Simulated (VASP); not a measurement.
A run of VASP 6.6.1 is set up as follows.

INCAR

```
ALGO = Normal
EDIFF = 1E-6
ENCUT = 520
GGA = PE
ISIF = 2
ISMEAR = 0
ISPIN = 2
LASPH = T
LCHARG = F
LORBIT = 11
LREAL = F
LWAVE = F
MAGMOM = 0 0 0 1 1
NBANDS = 27
NELM = 150
PREC = Accurate
SIGMA = 0.1
```

File KPOINTS:

```
k-points
0
Gamma
  6 6 2
```

POSCAR

```
ZnSi2N2
1.0
    2.8695022681      0.0000000000      0.0000000000
   -1.4347511340      2.4850618604      0.0000000000
    0.0000000000      0.0000000000      9.3959642321
Zn Si N
1 2 2
Direct
    0.0000000000      0.0000000000      0.0000000000
    0.3333333333      0.6666666667      0.7553053035
    0.6666666667      0.3333333333      0.2446946965
    0.3333333333      0.6666666667      0.3092234856
    0.6666666667      0.3333333333      0.6907765144
```

Potentials or basis: VASP PAW PBE potentials, release 64 (Zn, Si, N).

The run is started by

```console
$ cat potpaw_PBE.64/Zn/POTCAR potpaw_PBE.64/Si/POTCAR potpaw_PBE.64/N/POTCAR > POTCAR
$ mpirun -np 1 vasp_std > vasp.out
```

What does it give for the net moment?

0.00 μB per cell.

Predict the pressure.

-0.1 GPa.

Forces on the atoms (eV/Å):
```
Zn   0.000  0.000  0.000
Si   0.000  0.000 -0.039
Si   0.000  0.000  0.039
N    0.000  0.000 -0.040
N    0.000  0.000  0.040
```

Caveat: the k points lie up to 0.42 Å⁻¹ apart.
